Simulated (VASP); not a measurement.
# La2O3 (R-3c) in VASP: single point with r2SCAN

Aim: the single point of La2O3 with r2SCAN.

Program: VASP 6.6.1. These are calculated values, not measurements. Logs are shortened: lines on timing, memory, paths and dates and some standing lists are left out, and cuts for length are marked.

### 1 The cell of the first run

It takes space group R-3c (No. 167, trigonal). Conventional cell: a = 6.251 Å, b = 6.251 Å, c = 15.628 Å, α = 90.00°, β = 90.00°, γ = 120.00°. Within 3.2 Å of La (site symmetry 3) lie 6 O at 2.40 to 2.51 Å. Within 3.2 Å of O (site symmetry 2) lie 4 La at 2.40 to 2.51 Å and 4 O at 3.09 to 3.20 Å.

### 2 Single point, r2SCAN

Input file POSCAR:

```
La2O3
1.0
    3.1252702203      1.8043756030      5.2094948147
   -3.1252702203      1.8043756030      5.2094948147
    0.0000000000     -3.6087512060      5.2094948147
La O
4 6
Direct
    0.8625870744      0.8625870744      0.8625870744
    0.3625870744      0.3625870744      0.3625870744
    0.1374129256      0.1374129256      0.1374129256
    0.6374129256      0.6374129256      0.6374129256
    0.4643660243      0.0356339757      0.7500000000
    0.0356339757      0.7500000000      0.4643660243
    0.5356339757      0.9643660243      0.2500000000
    0.2500000000      0.5356339757      0.9643660243
    0.9643660243      0.2500000000      0.5356339757
    0.7500000000      0.4643660243      0.0356339757
```

Input file INCAR.step1:

```
SYSTEM = La2O3
PREC     = Accurate       ! precision mode
ENCUT    = 520            ! plane-wave cutoff, eV
ISMEAR   = 0              ! smearing method
SIGMA    = 0.01           ! smearing width, eV
LREAL    = .FALSE.        ! projectors in reciprocal space
LASPH    = .TRUE.         ! aspherical terms in the spheres
NELM     = 100            ! most SCF steps
NBANDS   = 51             ! bands
GGA      = PE             ! functional
ALGO     = Normal         ! electronic algorithm
EDIFF    = 1E-4           ! SCF threshold, eV
LWAVE    = .TRUE.         ! write WAVECAR
LCHARG   = .FALSE.        ! write CHGCAR
```

Input file INCAR.step2:

```
SYSTEM = La2O3
PREC     = Accurate       ! precision mode
ENCUT    = 520            ! plane-wave cutoff, eV
EDIFF    = 1E-6           ! SCF threshold, eV
ISMEAR   = 0              ! smearing method
SIGMA    = 0.01           ! smearing width, eV
LREAL    = .FALSE.        ! projectors in reciprocal space
LASPH    = .TRUE.         ! aspherical terms in the spheres
NELM     = 100            ! most SCF steps
ALGO     = Normal         ! electronic algorithm
ISIF     = 2              ! what is computed and relaxed
LWAVE    = .FALSE.        ! write WAVECAR
LCHARG   = .FALSE.        ! write CHGCAR
METAGGA  = R2SCAN         ! meta-GGA
LMIXTAU  = .TRUE.       
NBANDS   = 51             ! bands
ISTART   = 1
```

Input file KPOINTS:

```
Automatic mesh
0
G
  6 6 6
  0 0 0
```

Potentials or basis: VASP PAW PBE potentials, release 64 (La, O).

Run with:

```bash
$ cat potpaw_PBE.64/La/POTCAR potpaw_PBE.64/O/POTCAR > POTCAR
$ cp INCAR.step1 INCAR
$ mpirun -np 1 vasp_std > vasp.out
$ cp INCAR.step2 INCAR
$ mpirun -np 1 vasp_std > vasp.out
```

OUTCAR:

```text
SYSTEM = La2O3
   PREC = Accurate
   ENCUT = 520
   EDIFF = 1E-6
   ISMEAR = 0
   LREAL = .FALSE.
   LASPH = .TRUE.
   NELM = 100
   ISIF = 2
   METAGGA = R2SCAN
   ISTART = 1

 ion  position               nearest neighbor table
   1  0.863  0.863  0.863-   8 2.40   7 2.40   9 2.40   5 2.51   6 2.51  10 2.51   4 3.52
   2  0.363  0.363  0.363-   6 2.40   5 2.40  10 2.40   7 2.51   9 2.51   8 2.51   3 3.52
   3  0.137  0.137  0.137-  10 2.40   5 2.40   6 2.40   7 2.51   9 2.51   8 2.51   2 3.52
   4  0.637  0.637  0.637-   9 2.40   7 2.40   8 2.40   5 2.51   6 2.51  10 2.51   1 3.52
   5  0.464  0.036  0.750-   2 2.40   3 2.40   1 2.51   4 2.51
   6  0.036  0.750  0.464-   2 2.40   3 2.40   1 2.51   4 2.51
   7  0.536  0.964  0.250-   1 2.40   4 2.40   3 2.51   2 2.51
   8  0.250  0.536  0.964-   1 2.40   4 2.40   3 2.51   2 2.51
   9  0.964  0.250  0.536-   4 2.40   1 2.40   3 2.51   2 2.51
  10  0.750  0.464  0.036-   3 2.40   2 2.40   1 2.51   4 2.51

  LATTYP: Found a trigonal (rhomboedric) cell.
 ALAT       =     6.3373434096
 COS(alpha) =     0.5136032547

  Lattice vectors:

 A1 = (   3.1252702203,   1.8043756030,   5.2094948147)
 A2 = (  -3.1252702203,   1.8043756030,   5.2094948147)
 A3 = (   0.0000000000,  -3.6087512060,   5.2094948147)

Analysis of symmetry for initial positions (statically):
=====================================================================
 Subroutine PRICEL returns:
 Original cell was already a primitive cell.

 Routine SETGRP: Setting up the symmetry group for a
 trigonal (rhombohedral) supercell.

 Subroutine GETGRP returns: Found 12 space group operations
 (whereof  6 operations were pure point group operations)
 out of a pool of 12 trial point group operations.

The static configuration has the point symmetry S_6 .
 The point group associated with its full space group is D_3d.

Analysis of symmetry for dynamics (positions and initial velocities):
=====================================================================
 Subroutine PRICEL returns:
 Original cell was already a primitive cell.

 Routine SETGRP: Setting up the symmetry group for a
 trigonal (rhombohedral) supercell.

 Subroutine GETGRP returns: Found 12 space group operations
 (whereof  6 operations were pure point group operations)
 out of a pool of 12 trial point group operations.

The dynamic configuration has the point symmetry S_6 .
 The point group associated with its full space group is D_3d.

 Subroutine INISYM returns: Found 12 space group operations
 (whereof  6 operations are pure point group operations),
 and found     1 'primitive' translations

----------------------------------------------------------------------------------------

                                     Primitive cell

  volume of cell :     176.2631

  direct lattice vectors                    reciprocal lattice vectors
     3.125270220  1.804375603  5.209494815     0.159986166  0.092368056  0.063985731
    -3.125270220  1.804375603  5.209494815    -0.159986166  0.092368056  0.063985731
     0.000000000 -3.608751206  5.209494815     0.000000000 -0.184736112  0.063985731

  length of vectors
     6.337343410  6.337343410  6.337343410     0.195503465  0.195503465  0.195503465

  position of ions in fractional coordinates (direct lattice)
     0.862587074  0.862587074  0.862587074
     0.362587074  0.362587074  0.362587074
     0.137412926  0.137412926  0.137412926
     0.637412926  0.637412926  0.637412926
     0.464366024  0.035633976  0.750000000
     0.035633976  0.750000000  0.464366024
     0.535633976  0.964366024  0.250000000
     0.250000000  0.535633976  0.964366024
     0.964366024  0.250000000  0.535633976
     0.750000000  0.464366024  0.035633976

  ion indices of the primitive-cell ions
   primitive index   ion index
                 1           1
                 2           2
                 3           3
                 4           4
                 5           5
                 6           6
                 7           7
                 8           8
                 9           9
                10          10

----------------------------------------------------------------------------------------

 KPOINTS: Automatic mesh

Automatic generation of k-mesh.
 Grid dimensions read from file:
 generate k-points for:    6    6    6

 Generating k-lattice:

  Cartesian coordinates                     Fractional coordinates (reciprocal lattice)
     0.026664361  0.015394676  0.010664288     0.166666667  0.000000000 -0.000000000
    -0.026664361  0.015394676  0.010664288     0.000000000  0.166666667 -0.000000000
     0.000000000 -0.030789352  0.010664288    -0.000000000 -0.000000000  0.166666667

  Length of vectors
     0.032583911  0.032583911  0.032583911

  Shift w.r.t. Gamma in fractional coordinates (k-lattice)
     0.000000000  0.000000000  0.000000000

 Subroutine IBZKPT returns following result:
 ===========================================

 Found     32 irreducible k-points:

 Following reciprocal coordinates:
            Coordinates               Weight
  0.000000  0.000000  0.000000      1.000000
  0.166667  0.000000  0.000000      6.000000
  0.333333  0.000000  0.000000      6.000000
  0.500000  0.000000  0.000000      3.000000
  0.166667  0.166667  0.000000      6.000000
  0.333333  0.166667 -0.000000     12.000000
[... 16 lines left out ...]
  0.500000  0.500000  0.166667      6.000000
 -0.333333  0.500000  0.166667     12.000000
 [... further k-points ...]
   k-points           NKPTS =     32   k-points in BZ     NKDIM =     32   number of bands    NBANDS=     51
   number of dos      NEDOS =    301   number of ions     NIONS =     10
   total plane-waves  NPLWV = 110592
   dimension x,y,z NGX =    48 NGY =   48 NGZ =   48
   dimension x,y,z NGXF=    96 NGYF=   96 NGZF=   96
   ions per type =               4   6
   NGX,Y,Z   is equivalent  to a cutoff of  12.59, 12.59, 12.59 a.u.
   NGXF,Y,Z  is equivalent  to a cutoff of  25.18, 25.18, 25.18 a.u.
 SYSTEM =  La2O3
   PREC   = accura    normal or accurate (medium, high low for compatibility)
   ISTART =      1    job   : 0-new  1-cont  2-samecut
   ICHARG =      0    charge: 1-file 2-atom 10-const
   ISPIN  =      1    spin polarized calculation?
   LNONCOLLINEAR =      F non collinear calculations
   LSORBIT =      F    spin-orbit coupling
   LASPH  =      T    aspherical Exc in radial PAW
   ENCUT  =  520.0 eV  38.22 Ry    6.18 a.u.  11.78 11.78 11.78*2*pi/ulx,y,z
   NELM   =    100;   NELMIN=  2; NELMDL=  0     # of ELM steps
   EDIFF  = 0.1E-05   stopping-criterion for ELM
   LREAL  =      F    real-space projection
   EDIFFG = 0.1E-04   stopping-criterion for IOM
   NSW    =      0    number of steps for IOM
   IBRION =     -1    ionic relax: 0-MD 1-quasi-New 2-CG
   NFREE  =      0    steps in history (QN), initial steepest desc. (CG)
   ISIF   =      2    stress and relaxation
   ISYM   =      2    0-nonsym 1-usesym 2-fastsym
   POTIM  = 0.5000    time-step for ionic-motion
   TEBEG  =    0.0;   TEEND  =   0.0 temperature during run
   PSTRESS=    0.0 pullay stress
   NELECT =      80.0000    total number of electrons
   NUPDOWN=      -1.0000    fix difference up-down
   EMIN   =  10.00;   EMAX   =-10.00  energy-range for DOS
   EFERMI =   0.00;   METHOD = LEGACY
   ISMEAR =     0;   SIGMA  =   0.01  broadening in eV -4-tet -1-fermi 0-gaus
   EFERMI_NEDOS =   21; number of points for ismear=-14 and -15
   IALGO  =     38    algorithm
   IMIX   =      4    mixing-type and parameters
     AMIX     =   0.40;   BMIX     =  1.00
     AMIX_MAG =   1.60;   BMIX_MAG =  1.00
  volume/ion in A,a.u.               =      17.63       118.95
  Fermi-wavevector in a.u.,A,eV,Ry     =   1.258107  2.377478 21.535765  1.582834
  Thomas-Fermi vector in A             =   2.391733
   LORBIT       =      0    0 simple, 1 ext, 2 COOP (PROOUT), +10 PAW based schemes
   METAGGA = R2SCAN    functional components
   LHFCALC =     F    Hartree Fock is set to
   AEXX    =    0.0000 exact exchange contribution
   IVDW    =     0    specifies the selected vdW correction
   LEPSILON=     F    determine dielectric tensor
   LRPA    =     F    only Hartree local field effects (RPA)
 non-spin polarized calculation
 Gauss-broadening in eV      SIGMA  =   0.01
  energy-cutoff  :      520.00
  volume of cell :      176.26
 maximum number of plane-waves:      4770
   NGX = 23   NGY = 23   NGZ = 23

 number of electron      80.0000009 magnetization

 Free energy of the ion-electron system (eV)
  ---------------------------------------------------
  ext. energy  EPLUGINS =         0.00000000
  ---------------------------------------------------
  free energy    TOTEN  =      -191.61319298 eV

  energy without entropy =     -191.61319298  energy(sigma->0) =     -191.61319298

 E-fermi :   5.0574     XC(G=0): -10.6262

 val. band max:        4.9693118851   @ k =  -0.3333  -0.3333   0.1667
 cond. band min:       9.2164283070   @ k =   0.0000   0.0000   0.0000
 fundamental gap:      4.2471164220
 Fermi energy:         5.0573631526

 k-point     1 :       0.0000    0.0000    0.0000
  band No.  band energies     occupation
      1     -25.7935      2.00000
      2     -25.5599      2.00000
      3     -25.5586      2.00000
      4     -25.4549      2.00000
      5     -12.8820      2.00000
      6     -12.8820      2.00000
[... 43 lines left out ...]
     50      10.5748      0.00000
     51      10.6968      0.00000

 k-point     2 :       0.1667    0.0000    0.0000
  band No.  band energies     occupation
      1     -25.7740      2.00000
      2     -25.5698      2.00000
      3     -25.5578      2.00000
      4     -25.4667      2.00000
      5     -12.9916      2.00000
      6     -12.8267      2.00000
[... 1180 lines left out ...]
 k-point    24 :      -0.3333    0.5000    0.1667
  band No.  band energies     occupation
      1     -25.6455      2.00000
      2     -25.6149      2.00000
      3     -25.5604      2.00000
      4     -25.5530      2.00000
      5     -13.0203      2.00000
      6     -12.8948      2.00000
[... 43 lines left out ...]
     50      10.7785      0.00000
     51      10.8395      0.00000

 [... further k-points ...]

------------------------ aborting loop because EDIFF is reached ----------------------------------------

  FORCE on cell =-STRESS in cart. coord.  units (eV):
  Direction    XX          YY          ZZ          XY          YZ          ZX
  --------------------------------------------------------------------------------------
  -------------------------------------------------------------------------------------
  Total       -0.4993329     -0.4993329     -0.3994547      0.0000000      0.0000000      0.0000000
  in kB       -4.5387829     -4.5387829     -3.6309204      0.0000000      0.0000000      0.0000000
  external PRESSURE =      -4.2361621 kB  Pullay stress =       0.0000000 kB

 VOLUME and BASIS-vectors are now :
 -----------------------------------------------------------------------------
  energy-cutoff  :      520.00
  volume of cell :      176.26
      direct lattice vectors                 reciprocal lattice vectors
     3.125270220  1.804375603  5.209494815     0.159986166  0.092368056  0.063985731
    -3.125270220  1.804375603  5.209494815    -0.159986166  0.092368056  0.063985731
     0.000000000 -3.608751206  5.209494815     0.000000000 -0.184736112  0.063985731

 POSITION                                       TOTAL-FORCE (eV/Angst)
 -----------------------------------------------------------------------------------
      0.00000      0.00000     13.48093         0.000000     -0.000000     -0.014653
      0.00000      0.00000      5.66669         0.000000     -0.000000     -0.014653
      0.00000      0.00000      2.14756         0.000000     -0.000000      0.014653
      0.00000      0.00000      9.96180         0.000000     -0.000000      0.014653
      1.33990     -1.80438      6.51187        -0.006717     -0.000000     -0.000000
     -2.23259     -0.25820      6.51187         0.003358      0.005817     -0.000000
     -1.33990      1.80438      9.11662         0.006717     -0.000000     -0.000000
     -0.89268     -2.06258      9.11662        -0.003358      0.005817     -0.000000
      2.23259      0.25820      9.11662        -0.003358     -0.005817     -0.000000
      0.89268      2.06258      6.51187         0.003358     -0.005817     -0.000000
 -----------------------------------------------------------------------------------
    total drift:                                0.000000     -0.000000      0.000000

  FREE ENERGIE OF THE ION-ELECTRON SYSTEM (eV)
  ---------------------------------------------------
  free  energy   TOTEN  =      -191.6131929830 eV

  energy  without entropy=     -191.6131929830  energy(sigma->0) =     -191.61319298
```

Run time: 22 min. Hardware: 1 thread of Intel Xeon 6975P-C, shared host; peak memory 0.51 GiB.

Results:

* Free energy: -191.6132 eV
* Pressure: -0.4 GPa
* Largest force: 0.015 eV/Å
* Band gap on the k mesh: 4.25 eV, indirect (least direct gap 4.55 eV)

Forces on the atoms (eV/Å):
```
La   0.000  0.000 -0.015
La   0.000  0.000 -0.015
La   0.000  0.000  0.015
La   0.000  0.000  0.015
O   -0.007  0.000  0.000
O    0.003  0.006  0.000
O    0.007  0.000  0.000
O   -0.003  0.006  0.000
O   -0.003 -0.006  0.000
O    0.003 -0.006  0.000
```

Levels at points of the mesh, in eV from the valence-band top:
| k point | band 36 | band 37 | band 38 | band 39 | band 40 | band 41 | band 42 | band 43 | band 44 | band 45 |
| --- | --- | --- | --- | --- | --- | --- | --- | --- | --- | --- |
| (0.00, 0.00, 0.00) | -0.60 | -0.60 | -0.45 | -0.45 | -0.32 | 4.25 | 5.16 | 5.18 | 5.37 | 5.37 |
| (0.50, 0.00, 0.00) | -0.80 | -0.44 | -0.44 | -0.24 | -0.24 | 4.67 | 4.67 | 5.19 | 5.19 | 5.21 |
| (0.50, 0.50, 0.00) | -0.62 | -0.55 | -0.38 | -0.11 | -0.04 | 4.70 | 5.03 | 5.10 | 5.36 | 5.37 |
| (0.50, 0.50, 0.50) | -0.75 | -0.75 | -0.75 | -0.30 | -0.30 | 5.29 | 5.29 | 5.35 | 5.35 | 5.35 |

Caveat: the PAW data sets were made with another functional, which shifts forces and pressure a little; spin-orbit coupling is left out, which moves the levels of the heavy elements. A k mesh can miss the band edges.
